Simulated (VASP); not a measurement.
# Zr (P6_3/mmc) in VASP: settings compared, part 2 of 2

VASP 6.6.1. Earlier steps stand in the parts before.

## 4. Single point, r2SCAN+rVV10

This run uses another cell than the first one, of 23.25 Å³/atom, 1.053 times its volume.

File POSCAR:

```
Zr
1.0
    3.2272615673      0.0000000000      0.0000000000
   -1.6136307836      2.7948905019      0.0000000000
    0.0000000000      0.0000000000      5.1556539752
Zr
2
Direct
    0.3333333333      0.6666666667      0.2500000000
    0.6666666667      0.3333333333      0.7500000000
```

File INCAR.step1:

```
SYSTEM = Zr
PREC = Accurate
ENCUT = 520
ISMEAR = 1
SIGMA = 0.1
LREAL = .False.
LASPH = .True.
NELM = 80
NBANDS = 19
GGA = PE
ALGO = Normal
EDIFF = 1E-4
LWAVE = .True.
LCHARG = .False.
```

File INCAR.step2:

```
SYSTEM = Zr
PREC = Accurate
ENCUT = 520
EDIFF = 1E-7
ISMEAR = 1
SIGMA = 0.1
LREAL = .False.
LASPH = .True.
NELM = 80
ALGO = Normal
ISIF = 2
LWAVE = .False.
LCHARG = .False.
METAGGA = R2SCAN
LMIXTAU = .True.
LUSE_VDW = .True.
IVDW_NL = 2
BPARAM = 11.95
CPARAM = 0.0093
NBANDS = 19
ISTART = 1
```

File KPOINTS:

```
regular mesh
0
Gamma
  9 9 5
  0 0 0
```

Potentials or basis: VASP PAW PBE potentials, release 64 (Zr_sv).

On the command line:

```console
> cat potpaw_PBE.64/Zr_sv/POTCAR > POTCAR
> cp INCAR.step1 INCAR
> mpirun -np 1 vasp_std > vasp.out
> cp INCAR.step2 INCAR
> mpirun -np 1 vasp_std > vasp.out
```

OUTCAR:

```text
SYSTEM = Zr
   PREC = Accurate
   ENCUT = 520
   EDIFF = 1E-7
   ISMEAR = 1
   LREAL = .False.
   LASPH = .True.
   NELM = 80
   ISIF = 2
   METAGGA = R2SCAN
   IVDW_NL = 2
   BPARAM = 11.95
   ISTART = 1

 ion  position               nearest neighbor table
   1  0.333  0.667  0.250-   2 3.18   2 3.18   2 3.18   2 3.18   2 3.18   2 3.18
   2  0.667  0.333  0.750-   1 3.18   1 3.18   1 3.18   1 3.18   1 3.18   1 3.18

  LATTYP: Found a hexagonal cell.
 ALAT       =     3.2272615673
 C/A-ratio  =     1.5975321082

  Lattice vectors:

 A1 = (   3.2272615673,   0.0000000000,   0.0000000000)
 A2 = (  -1.6136307836,   2.7948905019,   0.0000000000)
 A3 = (   0.0000000000,   0.0000000000,   5.1556539752)

Analysis of symmetry for initial positions (statically):
=====================================================================
 Subroutine PRICEL returns:
 Original cell was already a primitive cell.

 Routine SETGRP: Setting up the symmetry group for a
 hexagonal supercell.

 Subroutine GETGRP returns: Found 24 space group operations
 (whereof 12 operations were pure point group operations)
 out of a pool of 24 trial point group operations.

The static configuration has the point symmetry D_3d.
 The point group associated with its full space group is D_6h.

Analysis of symmetry for dynamics (positions and initial velocities):
=====================================================================
 Subroutine PRICEL returns:
 Original cell was already a primitive cell.

 Routine SETGRP: Setting up the symmetry group for a
 hexagonal supercell.

 Subroutine GETGRP returns: Found 24 space group operations
 (whereof 12 operations were pure point group operations)
 out of a pool of 24 trial point group operations.

The dynamic configuration has the point symmetry D_3d.
 The point group associated with its full space group is D_6h.

 Subroutine INISYM returns: Found 24 space group operations
 (whereof 12 operations are pure point group operations),
[... 108 lines left out ...]
   NUPDOWN=      -1.0000    fix difference up-down
   EMIN   =  10.00;   EMAX   =-10.00  energy-range for DOS
   EFERMI =   0.00;   METHOD = LEGACY
   ISMEAR =     1;   SIGMA  =   0.10  broadening in eV -4-tet -1-fermi 0-gaus
   EFERMI_NEDOS =   21; number of points for ismear=-14 and -15
   IALGO  =     38    algorithm
   IMIX   =      4    mixing-type and parameters
     AMIX     =   0.40;   BMIX     =  1.00
     AMIX_MAG =   1.60;   BMIX_MAG =  1.00
  volume/ion in A,a.u.               =      23.25       156.91
  Fermi-wavevector in a.u.,A,eV,Ry     =   1.313160  2.481513 23.461742  1.724389
  Thomas-Fermi vector in A             =   2.443502
   LORBIT       =      0    0 simple, 1 ext, 2 COOP (PROOUT), +10 PAW based schemes
   METAGGA = R2SCAN    functional components
   LHFCALC =     F    Hartree Fock is set to
   AEXX    =    0.0000 exact exchange contribution
   IVDW_NL    =     2    kernel type
   BPARAM     =11.9500
   IVDW    =     0    specifies the selected vdW correction
   LEPSILON=     F    determine dielectric tensor
   LRPA    =     F    only Hartree local field effects (RPA)
 non-spin polarized calculation
 Methfessel and Paxton  Order N= 1 SIGMA  =   0.10
  energy-cutoff  :      520.00
  volume of cell :       46.50
 maximum number of plane-waves:      1272
   NGX = 13   NGY = 13   NGZ = 19

 number of electron      24.0000000 magnetization

 Free energy of the ion-electron system (eV)
  ---------------------------------------------------
  ext. energy  EPLUGINS =         0.00000000
  ---------------------------------------------------
  free energy    TOTEN  =       -45.07515589 eV

  energy without entropy =      -45.07513651  energy(sigma->0) =      -45.07514943

 E-fermi :   9.0992     XC(G=0): -11.9778

 val. band max:        8.9838918392   @ k =   0.0000   0.0000   0.4000
 cond. band min:       9.0997490104   @ k =   0.1111   0.0000   0.4000
 fundamental gap:      0.1158571712
 Fermi energy:         9.0992027573

 k-point     1 :       0.0000    0.0000    0.0000
  band No.  band energies     occupation
      1     -41.4856      2.00000
      2     -41.3194      2.00000
      3     -19.3492      2.00000
      4     -18.4215      2.00000
      5     -18.4215      2.00000
      6     -18.2889      2.00000
[... 505 lines left out ...]
      6     -18.7160      2.00000
[... 11 lines left out ...]
     18      13.6845      0.00000
     19      16.2154      0.00000

 [... further k-points ...]
[... 5 lines left out ...]
  --------------------------------------------------------------------------------------
  -------------------------------------------------------------------------------------
  Total        0.0442312      0.0442312      0.0294716      0.0000000      0.0000000      0.0000000
  in kB        1.5239005      1.5239005      1.0153867      0.0000000      0.0000000      0.0000000
  external PRESSURE =       1.3543959 kB  Pullay stress =       0.0000000 kB

 VOLUME and BASIS-vectors are now :
 -----------------------------------------------------------------------------
  energy-cutoff  :      520.00
  volume of cell :       46.50
      direct lattice vectors                 reciprocal lattice vectors
     3.227261567  0.000000000  0.000000000     0.309860226  0.178897885  0.000000000
    -1.613630784  2.794890502  0.000000000     0.000000000  0.357795770  0.000000000
     0.000000000  0.000000000  5.155653975     0.000000000  0.000000000  0.193961815

 POSITION                                       TOTAL-FORCE (eV/Angst)
 -----------------------------------------------------------------------------------
     -0.00000      1.86326      1.28891         0.000000      0.000000      0.000000
      1.61363      0.93163      3.86674        -0.000000      0.000000      0.000000
 -----------------------------------------------------------------------------------
    total drift:                               -0.000000      0.000000     -0.000000

  FREE ENERGIE OF THE ION-ELECTRON SYSTEM (eV)
  ---------------------------------------------------
  free  energy   TOTEN  =       -45.0751558928 eV

  energy  without entropy=      -45.0751365119  energy(sigma->0) =      -45.07514943
```

OSZICAR.step1:

```text
N       E                     dE             d eps       ncg     rms          rms(c)
DAV:   1     0.213789963775E+03    0.21379E+03   -0.13248E+04  1368   0.125E+03
DAV:   2    -0.185815466643E+01   -0.21565E+03   -0.21159E+03  1635   0.364E+02
DAV:   3    -0.173675764536E+02   -0.15509E+02   -0.15375E+02  2447   0.718E+01
DAV:   4    -0.177442232243E+02   -0.37665E+00   -0.37637E+00  1620   0.115E+01
DAV:   5    -0.177559198212E+02   -0.11697E-01   -0.11694E-01  2032   0.140E+00    0.144E+01
DAV:   6    -0.171572814911E+02    0.59864E+00   -0.93053E-01  1478   0.730E+00    0.566E+00
DAV:   7    -0.170389094438E+02    0.11837E+00   -0.60178E-01  1944   0.514E+00    0.114E+00
DAV:   8    -0.170449443267E+02   -0.60349E-02   -0.39506E-02  1771   0.147E+00    0.243E-01
DAV:   9    -0.170450991377E+02   -0.15481E-03   -0.15219E-03  1787   0.339E-01    0.306E-02
DAV:  10    -0.170450578880E+02    0.41250E-04   -0.31180E-05   870   0.368E-02
   1 F= -.17045058E+02 E0= -.17044668E+02  d E =-.117040E-02
```

Run time: 61 s. Hardware: 1 thread of Intel Xeon 6975P-C (Granite Rapids), shared host; peak memory 0.28 GiB.

Results:

| Property | Result |
| --- | --- |
| Free energy | -45.0752 eV |
| Pressure | 0.1 GPa |
| Band gap on the k mesh | zero (band 12 reaches 10.03 eV, above the bottom of band 13 at 8.71 eV) |

Levels at points of the mesh, in eV from the Fermi level:
```
           k point  band 9  band 10  band 11  band 12  band 13  band 14  band 15  band 16
(0.00, 0.00, 0.00)   -6.08    -3.27     0.93     0.93     0.94     1.06     1.67     1.67
```

Caveat: the PAW data sets were made with another functional, which shifts forces and pressure a little.

## 5. Overview

| level | potentials or basis | cell | gap on the mesh (eV) | pressure (GPa) |
| --- | --- | --- | --- | --- |
| revPBE+D3(BJ) | VASP PAW PBE potentials, release 64 (Zr_sv) | a = 3.161, b = 3.161, c = 5.104 Å, angles 90.0, 90.0, 120.0°, 2 atoms | none | 0.0 |
| LDA | VASP PAW LDA potentials, release 64 (Zr_sv) | a = 3.146, b = 3.146, c = 5.088 Å, angles 90.0, 90.0, 120.0°, 2 atoms | none | 0.1 |
| r2SCAN+rVV10 | VASP PAW PBE potentials, release 64 (Zr_sv) | a = 3.227, b = 3.227, c = 5.156 Å, angles 90.0, 90.0, 120.0°, 2 atoms | none | 0.1 |

Alike in all rows: task single point; no spin polarisation; k mesh 9 × 9 × 5; cutoff (eV) 520; smearing methfessel-paxton 0.1 eV.

Caveats: the PAW data sets were made with another functional, which shifts forces and pressure a little (some runs); pairwise dispersion overbinds metals, which lowers pressure and volume (some runs).

Total energies depend on the potentials used, so only differences within one code and one set of settings carry meaning.
